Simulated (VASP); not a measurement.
# MnSb (F-43m) in VASP: further runs

Runs on MnSb. Level: PBE. Tasks: single point, relaxation of cell and atoms.

Program: VASP 6.6.1. These are calculated values, not measurements. Logs are shortened: lines on timing, memory, paths and dates and some standing lists are left out, and cuts for length are marked.

## (1) The cell of the first run

The structure is cubic, space group F-43m (No. 216). Conventional cell: a = 5.696 Å, b = 5.696 Å, c = 5.696 Å, α = 90.00°, β = 90.00°, γ = 90.00°. Within 3.3 Å of Mn (site symmetry -43m) lie 4 Sb at 2.47 Å. Sb (site symmetry -43m) has 4 Mn at 2.47 Å within 3.3 Å.

## (2) Single point, PBE, collinear spin, ferromagnetic start

INCAR reads:

```
SYSTEM = MnSb
ALGO     = Normal         ! electronic algorithm
EDIFF    = 1E-6           ! SCF threshold, eV
ENCUT    = 520            ! plane-wave cutoff, eV
GGA      = PE             ! functional
ISIF     = 2              ! what is computed and relaxed
ISMEAR   = 0              ! smearing method
ISPIN    = 2              ! spin polarisation
LASPH    = .True.         ! aspherical terms in the spheres
LCHARG   = .False.        ! write CHGCAR
LMAXMIX  = 4              ! l up to which the mixer works
LORBIT   = 11             ! projections on sites
LREAL    = .False.        ! projectors in reciprocal space
LWAVE    = .False.        ! write WAVECAR
MAGMOM   = 4 0            ! initial moments
NBANDS   = 20             ! bands
NELM     = 150            ! most SCF steps
PREC     = Accurate       ! precision mode
SIGMA    = 0.1            ! smearing width, eV
```

KPOINTS reads:

```
k-points
0
Gamma
  6 6 6
  0 0 0
```

POSCAR reads:

```
MnSb
1.0
    0.0000000000      2.8479931613      2.8479931613
    2.8479931613      0.0000000000      2.8479931613
    2.8479931613      2.8479931613      0.0000000000
Mn Sb
1 1
Direct
    0.0000000000      0.0000000000      0.0000000000
    0.7500000000      0.7500000000      0.7500000000
```

Potentials or basis: VASP PAW PBE potentials, release 64 (Mn_pv, Sb).

The run is started by

```
cat potpaw_PBE.64/Mn_pv/POTCAR potpaw_PBE.64/Sb/POTCAR > POTCAR
mpirun -np 1 vasp_std > vasp.out
```

OUTCAR:

```text
SYSTEM = MnSb
   EDIFF = 1E-6
   ENCUT = 520
   GGA = PE
   ISIF = 2
   ISMEAR = 0
   ISPIN = 2
   LASPH = .True.
   LORBIT = 11
   LREAL = .False.
   NELM = 150
   PREC = Accurate

 ion  position               nearest neighbor table
   1  0.000  0.000  0.000-   2 2.47   2 2.47   2 2.47   2 2.47
   2  0.750  0.750  0.750-   1 2.47   1 2.47   1 2.47   1 2.47

  LATTYP: Found a face centered cubic cell.
 ALAT       =     5.6959863226

  Lattice vectors:

 A1 = (   0.0000000000,   2.8479931613,   2.8479931613)
 A2 = (   2.8479931613,   0.0000000000,   2.8479931613)
 A3 = (   2.8479931613,   2.8479931613,   0.0000000000)

Analysis of symmetry for initial positions (statically):
=====================================================================
 Subroutine PRICEL returns:
 Original cell was already a primitive cell.

 Routine SETGRP: Setting up the symmetry group for a
 face centered cubic supercell.

 Subroutine GETGRP returns: Found 24 space group operations
 (whereof 24 operations were pure point group operations)
 out of a pool of 48 trial point group operations.

The static configuration has the point symmetry T_d .

Analysis of symmetry for dynamics (positions and initial velocities):
=====================================================================
 Subroutine PRICEL returns:
 Original cell was already a primitive cell.

 Routine SETGRP: Setting up the symmetry group for a
 face centered cubic supercell.

 Subroutine GETGRP returns: Found 24 space group operations
 (whereof 24 operations were pure point group operations)
 out of a pool of 48 trial point group operations.

The dynamic configuration has the point symmetry T_d .

Analysis of structural, dynamic, and magnetic symmetry:
=====================================================================
 Subroutine PRICEL returns:
 Original cell was already a primitive cell.

 Routine SETGRP: Setting up the symmetry group for a
 face centered cubic supercell.

 Subroutine GETGRP returns: Found 24 space group operations
 (whereof 24 operations were pure point group operations)
 out of a pool of 48 trial point group operations.

The overall configuration has the point symmetry T_d .

 Subroutine INISYM returns: Found 24 space group operations
 (whereof 24 operations are pure point group operations),
 and found     1 'primitive' translations

----------------------------------------------------------------------------------------

                                     Primitive cell

  volume of cell :      46.2005

  direct lattice vectors                    reciprocal lattice vectors
     0.000000000  2.847993161  2.847993161    -0.175562219  0.175562219  0.175562219
     2.847993161  0.000000000  2.847993161     0.175562219 -0.175562219  0.175562219
     2.847993161  2.847993161  0.000000000     0.175562219  0.175562219 -0.175562219

  length of vectors
     4.027670554  4.027670554  4.027670554     0.304082684  0.304082684  0.304082684

  position of ions in fractional coordinates (direct lattice)
     0.000000000  0.000000000  0.000000000
     0.750000000  0.750000000  0.750000000

  ion indices of the primitive-cell ions
   primitive index   ion index
                 1           1
                 2           2

----------------------------------------------------------------------------------------

 KPOINTS: k-points

Automatic generation of k-mesh.
 Grid dimensions read from file:
 generate k-points for:    6    6    6

 Generating k-lattice:

  Cartesian coordinates                     Fractional coordinates (reciprocal lattice)
    -0.029260370  0.029260370  0.029260370     0.166666667  0.000000000  0.000000000
     0.029260370 -0.029260370  0.029260370     0.000000000  0.166666667  0.000000000
     0.029260370  0.029260370 -0.029260370     0.000000000  0.000000000  0.166666667

  Length of vectors
     0.050680447  0.050680447  0.050680447

  Shift w.r.t. Gamma in fractional coordinates (k-lattice)
     0.000000000  0.000000000  0.000000000

 Subroutine IBZKPT returns following result:
 ===========================================

 Found     16 irreducible k-points:

 Following reciprocal coordinates:
            Coordinates               Weight
  0.000000  0.000000  0.000000      1.000000
  0.166667  0.000000  0.000000      8.000000
  0.333333  0.000000  0.000000      8.000000
  0.500000  0.000000  0.000000      4.000000
  0.166667  0.166667  0.000000      6.000000
  0.333333  0.166667  0.000000     24.000000
[... 8 lines left out ...]
 -0.333333  0.333333  0.166667     24.000000
 -0.333333  0.500000  0.166667     12.000000
   k-points           NKPTS =     16   k-points in BZ     NKDIM =     16   number of bands    NBANDS=     20
   number of dos      NEDOS =    301   number of ions     NIONS =      2
   total plane-waves  NPLWV =  27000
   dimension x,y,z NGX =    30 NGY =   30 NGZ =   30
   dimension x,y,z NGXF=    60 NGYF=   60 NGZF=   60
   ions per type =               1   1
   NGX,Y,Z   is equivalent  to a cutoff of  12.38, 12.38, 12.38 a.u.
   NGXF,Y,Z  is equivalent  to a cutoff of  24.77, 24.77, 24.77 a.u.
 SYSTEM =  MnSb
   PREC   = accura    normal or accurate (medium, high low for compatibility)
   ISTART =      0    job   : 0-new  1-cont  2-samecut
   ICHARG =      2    charge: 1-file 2-atom 10-const
   ISPIN  =      2    spin polarized calculation?
   LNONCOLLINEAR =      F non collinear calculations
   LSORBIT =      F    spin-orbit coupling
   LASPH  =      T    aspherical Exc in radial PAW
   ENCUT  =  520.0 eV  38.22 Ry    6.18 a.u.   7.49  7.49  7.49*2*pi/ulx,y,z
   NELM   =    150;   NELMIN=  2; NELMDL= -5     # of ELM steps
   EDIFF  = 0.1E-05   stopping-criterion for ELM
   LREAL  =      F    real-space projection
   EDIFFG = 0.1E-04   stopping-criterion for IOM
   NSW    =      0    number of steps for IOM
   IBRION =     -1    ionic relax: 0-MD 1-quasi-New 2-CG
   NFREE  =      0    steps in history (QN), initial steepest desc. (CG)
   ISIF   =      2    stress and relaxation
   ISYM   =      2    0-nonsym 1-usesym 2-fastsym
   POTIM  = 0.5000    time-step for ionic-motion
   TEBEG  =    0.0;   TEEND  =   0.0 temperature during run
   PSTRESS=    0.0 pullay stress
   NELECT =      18.0000    total number of electrons
   NUPDOWN=      -1.0000    fix difference up-down
   EMIN   =  10.00;   EMAX   =-10.00  energy-range for DOS
   EFERMI =   0.00;   METHOD = LEGACY
   ISMEAR =     0;   SIGMA  =   0.10  broadening in eV -4-tet -1-fermi 0-gaus
   EFERMI_NEDOS =   21; number of points for ismear=-14 and -15
   IALGO  =     38    algorithm
   IMIX   =      4    mixing-type and parameters
     AMIX     =   0.40;   BMIX     =  1.00
     AMIX_MAG =   1.60;   BMIX_MAG =  1.00
  volume/ion in A,a.u.               =      23.10       155.89
  Fermi-wavevector in a.u.,A,eV,Ry     =   1.195685  2.259517 19.451736  1.429662
  Thomas-Fermi vector in A             =   2.331644
   LORBIT       =     11    0 simple, 1 ext, 2 COOP (PROOUT), +10 PAW based schemes
   GGA     = PE    functional components
   LHFCALC =     F    Hartree Fock is set to
   AEXX    =    0.0000 exact exchange contribution
   IVDW    =     0    specifies the selected vdW correction
   LEPSILON=     F    determine dielectric tensor
   LRPA    =     F    only Hartree local field effects (RPA)
 spin polarized calculation
 Gauss-broadening in eV      SIGMA  =   0.10
  energy-cutoff  :      520.00
  volume of cell :       46.20
 maximum number of plane-waves:      1267
 NGX is ok and might be reduce to    30
   NGX = 15   NGY = 15   NGZ = 15

 number of electron      18.0000007 magnetization       3.1709461

 Free energy of the ion-electron system (eV)
  ---------------------------------------------------
  ext. energy  EPLUGINS =         0.00000000
  ---------------------------------------------------
  free energy    TOTEN  =       -11.80967871 eV

  energy without entropy =      -11.80168193  energy(sigma->0) =      -11.80568032

 E-fermi :   6.5975     XC(G=0): -10.0841

 val. band max:        6.5911696635   @ k =  -0.3333   0.3333   0.1667
 cond. band min:       6.6254603910   @ k =   0.5000   0.3333   0.1667
 fundamental gap:      0.0342907274
 Fermi energy:         6.5975076380

 spin component 1

 k-point     1 :       0.0000    0.0000    0.0000
  band No.  band energies     occupation
      1     -43.1523      1.00000
      2     -43.1523      1.00000
      3     -43.1523      1.00000
      4      -4.5459      1.00000
      5       3.0763      1.00000
      6       3.0763      1.00000
[... 12 lines left out ...]
     19      17.7442      0.00000
     20      17.7442      0.00000
[... 323 lines left out ...]
 k-point    16 :      -0.3333    0.5000    0.1667
  band No.  band energies     occupation
      1     -43.1578      1.00000
      2     -43.1548      1.00000
      3     -43.1545      1.00000
      4      -2.3617      1.00000
      5       1.9667      1.00000
      6       3.1575      1.00000
[... 12 lines left out ...]
     19      21.3585      0.00000
     20      21.5192      0.00000
 Fermi energy:         6.5975076380

 spin component 2

 k-point     1 :       0.0000    0.0000    0.0000
  band No.  band energies     occupation
      1     -39.8721      1.00000
      2     -39.8721      1.00000
      3     -39.8721      1.00000
      4      -4.4784      1.00000
      5       4.6410      1.00000
      6       4.6410      1.00000
[... 12 lines left out ...]
     19      18.0084      0.00000
     20      18.0084      0.00000
[... 323 lines left out ...]
 k-point    16 :      -0.3333    0.5000    0.1667
  band No.  band energies     occupation
      1     -39.8792      1.00000
      2     -39.8753      1.00000
      3     -39.8749      1.00000
      4      -2.3684      1.00000
      5       2.6109      1.00000
      6       3.9236      1.00000
[... 12 lines left out ...]
     19      21.5422      0.00000
     20      21.9614      0.00000

------------------------ aborting loop because EDIFF is reached ----------------------------------------

  FORCE on cell =-STRESS in cart. coord.  units (eV):
  Direction    XX          YY          ZZ          XY          YZ          ZX
  --------------------------------------------------------------------------------------
  -------------------------------------------------------------------------------------
  Total        3.9683801      3.9683801      3.9683801     -0.0000000      0.0000000      0.0000000
  in kB      137.6185630    137.6185630    137.6185630     -0.0000000      0.0000000      0.0000000
  external PRESSURE =     137.6185630 kB  Pullay stress =       0.0000000 kB

 VOLUME and BASIS-vectors are now :
 -----------------------------------------------------------------------------
  energy-cutoff  :      520.00
  volume of cell :       46.20
      direct lattice vectors                 reciprocal lattice vectors
     0.000000000  2.847993161  2.847993161    -0.175562219  0.175562219  0.175562219
     2.847993161  0.000000000  2.847993161     0.175562219 -0.175562219  0.175562219
     2.847993161  2.847993161  0.000000000     0.175562219  0.175562219 -0.175562219

 POSITION                                       TOTAL-FORCE (eV/Angst)
 -----------------------------------------------------------------------------------
      0.00000      0.00000      0.00000        -0.000000     -0.000000     -0.000000
      4.27199      4.27199      4.27199         0.000000      0.000000      0.000000
 -----------------------------------------------------------------------------------
    total drift:                                0.000000      0.000000      0.000000

  FREE ENERGIE OF THE ION-ELECTRON SYSTEM (eV)
  ---------------------------------------------------
  free  energy   TOTEN  =       -11.8096787145 eV

  energy  without entropy=      -11.8016819254  energy(sigma->0) =      -11.80568032

 total charge

# of ion       s       p       d       tot
------------------------------------------
    1        0.357   6.253   5.129  11.739
    2        1.143   1.432   0.051   2.626
--------------------------------------------------
tot          1.500   7.685   5.180  14.365

 magnetization (x)

# of ion       s       p       d       tot
------------------------------------------
    1        0.053   0.031   3.079   3.163
    2       -0.010  -0.164   0.018  -0.155
--------------------------------------------------
tot          0.043  -0.132   3.097   3.008
```

Run time: 61 s. Hardware: 1 thread of Intel Xeon 8259CL, shared host; peak memory 0.2 GiB.

Results:

```
Free energy                                           : -11.8097 eV
Pressure                                              : 13.8 GPa
Net moment                                            : 3.17 μB per cell
Site moments                                          : Mn +3.16; Sb -0.15 μB
Valence electrons inside the program's atomic spheres : Mn 11.74; Sb 2.63
```

Levels at points of the mesh, in eV from the Fermi level:
Spin up:
```csv
k point,band 7,band 8,band 9,band 10,band 11,band 12,band 13,band 14
"(0.00, 0.00, 0.00)",-3.52,-2.55,-2.55,3.71,3.71,3.71,5.00,6.06
"(0.50, 0.00, 0.00)",-3.39,-2.40,-2.40,-2.01,1.72,1.72,4.96,6.77
"(0.50, 0.50, 0.00)",-2.73,-2.43,-2.43,-1.92,-0.77,-0.77,3.84,4.44
```
Spin down:
```csv
k point,band 4,band 5,band 6,band 7,band 8,band 9,band 10,band 11
"(0.00, 0.00, 0.00)",-11.08,-1.96,-1.96,-1.96,0.59,0.59,4.80,4.80
"(0.50, 0.00, 0.00)",-9.54,-4.66,-1.75,-1.75,0.39,0.60,0.60,2.80
"(0.50, 0.50, 0.00)",-8.98,-4.48,-1.64,-1.64,-0.59,0.71,0.82,0.86
```

Caveat: the cell stands under pressure; spin-orbit coupling is left out, which moves the levels of the heavy elements; a cell with one magnetic atom can't hold antiferromagnetic order, which such compounds often take.

(Part 1 of 2 ends here.)
